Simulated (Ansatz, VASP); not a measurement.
## One calculation of Be2Se, two programs

```xyz
12
Lattice="7.6796 0.0000 0.0000 0.0000 3.7532 0.0000 0.0000 0.0000 5.9400" Properties=species:S:1:pos:R:3 pbc="T T T"
Be    3.6400    0.9383    2.4874
Be    0.1998    2.8149    5.4574
Be    4.0396    2.8149    3.4527
Be    7.4799    0.9383    0.4827
Be    4.0156    2.8149    1.2417
Be    0.1757    2.8149    1.7283
Be    3.6641    0.9383    4.6983
Be    7.5039    0.9383    4.2117
Se    6.3884    2.8149    3.5486
Se    5.1310    0.9383    0.5786
Se    1.2912    0.9383    2.3914
Se    2.5486    2.8149    5.3614
```

Alike in both runs: task single point; functional PBE; k mesh 2 × 4 × 4; occupations gaussian, width 0.1 eV; no spin polarisation.

|  | VASP | Ansatz |
| --- | --- | --- |
| version | VASP 6.6.1 | Ansatz 0.2.0 |
| potentials or method | VASP PAW PBE potentials, release 64 (Be, Se), cutoff 600 eV | scalar-relativistic, plane waves, PAW |
| valence electrons in the cell | 40 | 80 |

|  | VASP | Ansatz | Ansatz less VASP |
| --- | --- | --- | --- |
| gap on the k mesh at the Fermi level (eV) | none | none | - |
| pressure (GPa) | 0.1 | 0.0 | -0.14 |
| traceless stress, the component that is largest in VASP (GPa) | 0.47 | 0.44 | -0.023 |
| rms of the force components (eV/Å) | 0.028 | 0.024 | -0.0035 |

Atom by atom the forces differ by 0.006 eV/Å (rms over components). A gap of «none» marks a metal or a gap that the smearing closes. VASP's potentials hold 40 valence electrons a cell and Ansatz's 80, so a difference there can come from the potentials and not from the codes.

The k mesh is coarse, so the values compare programs but aren't converged.
